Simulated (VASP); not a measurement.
Here is a VASP 6.6.1 calculation.

The input INCAR:

```
SYSTEM = CaGe3N
PREC = Accurate ; ENCUT = 520
EDIFF = 1E-6 ; ISMEAR = 0
SIGMA = 0.1 ; LREAL = .FALSE.
LASPH = .TRUE. ; NELM = 80
ALGO = Normal ; ISIF = 2
LWAVE = .FALSE. ; LCHARG = .FALSE.
GGA = PE ; NBANDS = 36
```

Contents of KPOINTS:

```
regular mesh
0
G
  6 6 6
  0 0 0
```

Contents of POSCAR:

```
CaGe3N
1.0
    3.1867140300      1.8398502000      2.6967852900
   -3.1867140300      1.8398502000      2.6967852900
    0.0000000000     -3.6797004100      2.6967852900
Ca Ge N
1 3 1
Direct
    0.0100000000      0.0100000000      0.0100000000
    0.5069299900      0.9987400200      0.5069299900
    0.5069299900      0.5069299900      0.9987400200
    0.9987400200      0.5069299900      0.5069299900
    0.5394300200      0.5394300200      0.5394300200
```

Potentials or basis: VASP PAW PBE potentials, release 64 (Ca_sv, Ge_d, N).

The run is started by

```bash
$ cat potpaw_PBE.64/Ca_sv/POTCAR potpaw_PBE.64/Ge_d/POTCAR potpaw_PBE.64/N/POTCAR > POTCAR
$ mpirun -np 1 vasp_std > vasp.out
```

(1) Predict the pressure.

(2) What does it give for the largest force?

Answers

(1) 0.0 GPa.

(2) 0.996 eV/Å.
